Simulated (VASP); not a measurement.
# Zr4Ag (Cmmm) in VASP: single point with PBE

Aim: the single point of Zr4Ag with PBE.

Everything below comes from runs of VASP 6.6.1. Logs are shortened: lines on timing, memory, paths and dates and some standing lists are left out, and cuts for length are marked.

**1. The cell of the first run**

It takes space group Cmmm (No. 65, orthorhombic). Conventional cell: a = 7.680 Å, b = 9.898 Å, c = 3.230 Å, α = 90.00°, β = 90.00°, γ = 90.00°. Zr (site symmetry m2m) has 1 Ag at 2.78 Å and 6 Zr at 3.10 to 3.23 Å within 3.7 Å. Within 3.7 Å of Zr (site symmetry 2mm) lie 2 Ag at 2.83 Å and 7 Zr at 3.04 to 3.23 Å. Ag (site symmetry mmm) has 6 Zr at 2.78 to 2.83 Å and 2 Ag at 3.23 Å within 3.7 Å.

**2. Single point, PBE**

The input, INCAR:

```
  PREC = Accurate
  ENCUT = 520
  EDIFF = 1E-6
  ISMEAR = 0
  SIGMA = 0.2
  LREAL = F
  LASPH = T
  NELM = 60
  ALGO = Normal
  ISIF = 2
  LWAVE = F
  LCHARG = F
  GGA = PE
  NBANDS = 38
```

The input, KPOINTS:

```
regular mesh
0
Gamma
  3 3 5
```

The input, POSCAR:

```
Zr4Ag
1.0
    3.8401172020     -4.9489723830      0.0000000000
    3.8401172020      4.9489723830      0.0000000000
    0.0000000000      0.0000000000      3.2295070278
Zr Ag
4 1
Direct
    0.7813004289      0.2186995711      0.5000000000
    0.1978982519      0.1978982519      0.0000000000
    0.8021017481      0.8021017481      0.0000000000
    0.2186995711      0.7813004289      0.5000000000
    0.5000000000      0.5000000000      0.5000000000
```

Potentials or basis: VASP PAW PBE potentials, release 64 (Zr_sv, Ag).

On the command line:

```
$ cat potpaw_PBE.64/Zr_sv/POTCAR potpaw_PBE.64/Ag/POTCAR > POTCAR
$ mpirun -np 1 vasp_std > vasp.out
```

OUTCAR:

```text
PREC = Accurate
   ENCUT = 520
   EDIFF = 1E-6
   ISMEAR = 0
   LREAL = F
   LASPH = T
   NELM = 60
   ISIF = 2
   GGA = PE

 ion  position               nearest neighbor table
   1  0.781  0.219  0.500-   5 2.78   3 3.10   2 3.10   2 3.10   3 3.10   4 3.89   4 3.89
   2  0.198  0.198  0.000-   5 2.83   5 2.83   3 3.04   1 3.10   1 3.10   4 3.10   4 3.10
   3  0.802  0.802  0.000-   5 2.83   5 2.83   2 3.04   1 3.10   1 3.10   4 3.10   4 3.10
   4  0.219  0.781  0.500-   5 2.78   3 3.10   2 3.10   2 3.10   3 3.10   1 3.89   1 3.89
   5  0.500  0.500  0.500-   1 2.78   4 2.78   3 2.83   2 2.83   2 2.83   3 2.83

  LATTYP: Found a base centered orthorhombic cell.
 ALAT       =     7.6802344040
 B/A-ratio  =     1.2887555568
 C/A-ratio  =     0.4204958935

  Lattice vectors:

 A1 = (   3.8401172020,  -4.9489723830,   0.0000000000)
 A2 = (   3.8401172020,   4.9489723830,   0.0000000000)
 A3 = (   0.0000000000,   0.0000000000,   3.2295070278)

Analysis of symmetry for initial positions (statically):
=====================================================================
 Subroutine PRICEL returns:
 Original cell was already a primitive cell.

 Routine SETGRP: Setting up the symmetry group for a
 base centered orthorhombic supercell.

 Subroutine GETGRP returns: Found  8 space group operations
 (whereof  8 operations were pure point group operations)
 out of a pool of  8 trial point group operations.

The static configuration has the point symmetry D_2h.

Analysis of symmetry for dynamics (positions and initial velocities):
=====================================================================
 Subroutine PRICEL returns:
 Original cell was already a primitive cell.

 Routine SETGRP: Setting up the symmetry group for a
 base centered orthorhombic supercell.

 Subroutine GETGRP returns: Found  8 space group operations
 (whereof  8 operations were pure point group operations)
 out of a pool of  8 trial point group operations.

The dynamic configuration has the point symmetry D_2h.

 Subroutine INISYM returns: Found  8 space group operations
 (whereof  8 operations are pure point group operations),
 and found     1 'primitive' translations

----------------------------------------------------------------------------------------

                                     Primitive cell

  volume of cell :     122.7512

  direct lattice vectors                    reciprocal lattice vectors
     3.840117202 -4.948972383  0.000000000     0.130204359 -0.101031075  0.000000000
     3.840117202  4.948972383  0.000000000     0.130204359  0.101031075  0.000000000
     0.000000000  0.000000000  3.229507028     0.000000000  0.000000000  0.309644782

  length of vectors
     6.264090339  6.264090339  3.229507028     0.164804288  0.164804288  0.309644782

  position of ions in fractional coordinates (direct lattice)
     0.781300429  0.218699571  0.500000000
     0.197898252  0.197898252  0.000000000
     0.802101748  0.802101748  0.000000000
     0.218699571  0.781300429  0.500000000
     0.500000000  0.500000000  0.500000000

  ion indices of the primitive-cell ions
   primitive index   ion index
                 1           1
                 2           2
                 3           3
                 4           4
                 5           5

----------------------------------------------------------------------------------------

 KPOINTS: regular mesh

Automatic generation of k-mesh.
 Grid dimensions read from file:
 generate k-points for:    3    3    5

 Generating k-lattice:

  Cartesian coordinates                     Fractional coordinates (reciprocal lattice)
     0.043401453 -0.033677025  0.000000000     0.333333333  0.000000000  0.000000000
     0.043401453  0.033677025  0.000000000     0.000000000  0.333333333  0.000000000
     0.000000000  0.000000000  0.061928956     0.000000000  0.000000000  0.200000000

  Length of vectors
     0.054934763  0.054934763  0.061928956

  Shift w.r.t. Gamma in fractional coordinates (k-lattice)
     0.000000000  0.000000000  0.000000000

 Subroutine IBZKPT returns following result:
 ===========================================

 Found     12 irreducible k-points:

 Following reciprocal coordinates:
            Coordinates               Weight
  0.000000  0.000000  0.000000      1.000000
  0.333333  0.000000  0.000000      4.000000
  0.333333  0.333333  0.000000      2.000000
 -0.333333  0.333333  0.000000      2.000000
  0.000000  0.000000  0.200000      2.000000
  0.333333  0.000000  0.200000      8.000000
  0.333333  0.333333  0.200000      4.000000
 -0.333333  0.333333  0.200000      4.000000
  0.000000  0.000000  0.400000      2.000000
  0.333333  0.000000  0.400000      8.000000
  0.333333  0.333333  0.400000      4.000000
 -0.333333  0.333333  0.400000      4.000000
   k-points           NKPTS =     12   k-points in BZ     NKDIM =     12   number of bands    NBANDS=     38
   number of dos      NEDOS =    301   number of ions     NIONS =      5
   total plane-waves  NPLWV =  55296
   dimension x,y,z NGX =    48 NGY =   48 NGZ =   24
   dimension x,y,z NGXF=    96 NGYF=   96 NGZF=   48
   ions per type =               4   1
   NGX,Y,Z   is equivalent  to a cutoff of  12.74, 12.74, 12.35 a.u.
   NGXF,Y,Z  is equivalent  to a cutoff of  25.48, 25.48, 24.71 a.u.
 SYSTEM =  unknown system
   PREC   = accura    normal or accurate (medium, high low for compatibility)
   ISTART =      0    job   : 0-new  1-cont  2-samecut
   ICHARG =      2    charge: 1-file 2-atom 10-const
   ISPIN  =      1    spin polarized calculation?
   LNONCOLLINEAR =      F non collinear calculations
   LSORBIT =      F    spin-orbit coupling
   LASPH  =      T    aspherical Exc in radial PAW
   ENCUT  =  520.0 eV  38.22 Ry    6.18 a.u.  11.65 11.65  6.00*2*pi/ulx,y,z
   NELM   =     60;   NELMIN=  2; NELMDL= -5     # of ELM steps
   EDIFF  = 0.1E-05   stopping-criterion for ELM
   LREAL  =      F    real-space projection
   EDIFFG = 0.1E-04   stopping-criterion for IOM
   NSW    =      0    number of steps for IOM
   IBRION =     -1    ionic relax: 0-MD 1-quasi-New 2-CG
   NFREE  =      0    steps in history (QN), initial steepest desc. (CG)
   ISIF   =      2    stress and relaxation
   ISYM   =      2    0-nonsym 1-usesym 2-fastsym
   POTIM  = 0.5000    time-step for ionic-motion
   TEBEG  =    0.0;   TEEND  =   0.0 temperature during run
   PSTRESS=    0.0 pullay stress
   NELECT =      59.0000    total number of electrons
   NUPDOWN=      -1.0000    fix difference up-down
   EMIN   =  10.00;   EMAX   =-10.00  energy-range for DOS
   EFERMI =   0.00;   METHOD = LEGACY
   ISMEAR =     0;   SIGMA  =   0.20  broadening in eV -4-tet -1-fermi 0-gaus
   EFERMI_NEDOS =   21; number of points for ismear=-14 and -15
   IALGO  =     38    algorithm
   IMIX   =      4    mixing-type and parameters
     AMIX     =   0.40;   BMIX     =  1.00
     AMIX_MAG =   1.60;   BMIX_MAG =  1.00
  volume/ion in A,a.u.               =      24.55       165.67
  Fermi-wavevector in a.u.,A,eV,Ry     =   1.282381  2.423348 22.374779  1.644500
  Thomas-Fermi vector in A             =   2.414695
   LORBIT       =      0    0 simple, 1 ext, 2 COOP (PROOUT), +10 PAW based schemes
   GGA     = PE    functional components
   LHFCALC =     F    Hartree Fock is set to
   AEXX    =    0.0000 exact exchange contribution
   IVDW    =     0    specifies the selected vdW correction
   LEPSILON=     F    determine dielectric tensor
   LRPA    =     F    only Hartree local field effects (RPA)
 non-spin polarized calculation
 Gauss-broadening in eV      SIGMA  =   0.20
  energy-cutoff  :      520.00
  volume of cell :      122.75
 maximum number of plane-waves:      3338
 NGX is ok and might be reduce to    48
   NGX = 23   NGY = 23   NGZ = 13

 number of electron      58.9999991 magnetization

 Free energy of the ion-electron system (eV)
  ---------------------------------------------------
  ext. energy  EPLUGINS =         0.00000000
  ---------------------------------------------------
  free energy    TOTEN  =       -35.07083127 eV

  energy without entropy =      -34.97662553  energy(sigma->0) =      -35.02372840

 E-fermi :   7.7141     XC(G=0): -10.6697

 val. band max:        7.6603126895   @ k =   0.3333   0.0000   0.4000
 cond. band min:       7.7194605379   @ k =  -0.3333   0.3333   0.2000
 fundamental gap:      0.0591478484
 Fermi energy:         7.7140540998

 k-point     1 :       0.0000    0.0000    0.0000
  band No.  band energies     occupation
      1     -41.4069      2.00000
      2     -41.3877      2.00000
      3     -41.0726      2.00000
      4     -41.0446      2.00000
      5     -19.6812      2.00000
      6     -19.6263      2.00000
[... 30 lines left out ...]
     37       9.5520      0.00000
     38      10.5606      0.00000

 k-point     2 :       0.3333    0.0000    0.0000
  band No.  band energies     occupation
      1     -41.4047      2.00000
      2     -41.3892      2.00000
      3     -41.0729      2.00000
      4     -41.0451      2.00000
      5     -19.6598      2.00000
      6     -19.6136      2.00000
[... 30 lines left out ...]
     37       9.7844      0.00000
     38      10.3724      0.00000

 k-point     3 :       0.3333    0.3333    0.0000
  band No.  band energies     occupation
      1     -41.4028      2.00000
      2     -41.3904      2.00000
      3     -41.0737      2.00000
      4     -41.0451      2.00000
      5     -19.6432      2.00000
      6     -19.5916      2.00000
[... 30 lines left out ...]
     37       9.5698      0.00000
[... 289 lines left out ...]
 k-point    11 :       0.3333    0.3333    0.4000
  band No.  band energies     occupation
      1     -41.3530      2.00000
      2     -41.3526      2.00000
      3     -41.0478      2.00000
      4     -41.0069      2.00000
      5     -19.6835      2.00000
      6     -19.6608      2.00000
[... 30 lines left out ...]
     37      10.3436      0.00000
     38      10.6297      0.00000

 k-point    12 :      -0.3333    0.3333    0.4000
  band No.  band energies     occupation
      1     -41.3542      2.00000
      2     -41.3514      2.00000
      3     -41.0477      2.00000
      4     -41.0070      2.00000
      5     -19.6844      2.00000
      6     -19.6602      2.00000
[... 30 lines left out ...]
     37      10.5250      0.00000
     38      10.9122      0.00000

------------------------ aborting loop because EDIFF is reached ----------------------------------------

  FORCE on cell =-STRESS in cart. coord.  units (eV):
  Direction    XX          YY          ZZ          XY          YZ          ZX
  --------------------------------------------------------------------------------------
  -------------------------------------------------------------------------------------
  Total        0.0105553      0.2493156     -0.1851212      0.0000000      0.0000000      0.0000000
  in kB        0.1377704      3.2541250     -2.4162452      0.0000000      0.0000000      0.0000000
  external PRESSURE =       0.3252167 kB  Pullay stress =       0.0000000 kB

 VOLUME and BASIS-vectors are now :
 -----------------------------------------------------------------------------
  energy-cutoff  :      520.00
  volume of cell :      122.75
      direct lattice vectors                 reciprocal lattice vectors
     3.840117202 -4.948972383  0.000000000     0.130204359 -0.101031075  0.000000000
     3.840117202  4.948972383  0.000000000     0.130204359  0.101031075  0.000000000
     0.000000000  0.000000000  3.229507028     0.000000000  0.000000000  0.309644782

 POSITION                                       TOTAL-FORCE (eV/Angst)
 -----------------------------------------------------------------------------------
      3.84012     -2.78430      1.61475        -0.000000     -0.007034      0.000000
      1.51990      0.00000      0.00000         0.004675      0.000000      0.000000
      6.16033      0.00000      0.00000        -0.004675      0.000000      0.000000
      3.84012      2.78430      1.61475        -0.000000      0.007034     -0.000000
      3.84012      0.00000      1.61475         0.000000      0.000000      0.000000
 -----------------------------------------------------------------------------------
    total drift:                                0.000000      0.000000     -0.000000

  FREE ENERGIE OF THE ION-ELECTRON SYSTEM (eV)
  ---------------------------------------------------
  free  energy   TOTEN  =       -35.0708312668 eV

  energy  without entropy=      -34.9766255276  energy(sigma->0) =      -35.02372840
```

Wall time 72 s (1 thread of Intel Xeon Platinum 8488C (Sapphire Rapids), shared host); peak memory 0.23 GiB.

What came out:

- Free energy: -35.0708 eV
- Pressure: 0.0 GPa
- Largest force: 0.007 eV/Å

Forces in eV/Å, atoms in the order of the input:
```
Zr   0.000 -0.007  0.000
Zr   0.005  0.000  0.000
Zr  -0.005  0.000  0.000
Zr   0.000  0.007  0.000
Ag   0.000  0.000  0.000
```

Levels at points of the mesh, in eV from the Fermi level:
| k point | band 25 | band 26 | band 27 | band 28 | band 29 | band 30 | band 31 | band 32 | band 33 | band 34 |
| --- | --- | --- | --- | --- | --- | --- | --- | --- | --- | --- |
| (0.00, 0.00, 0.00) | -2.67 | -1.47 | -1.06 | -0.35 | 0.02 | 0.53 | 0.85 | 1.04 | 1.07 | 1.37 |

Caveat: the k points lie up to 0.39 Å⁻¹ apart.
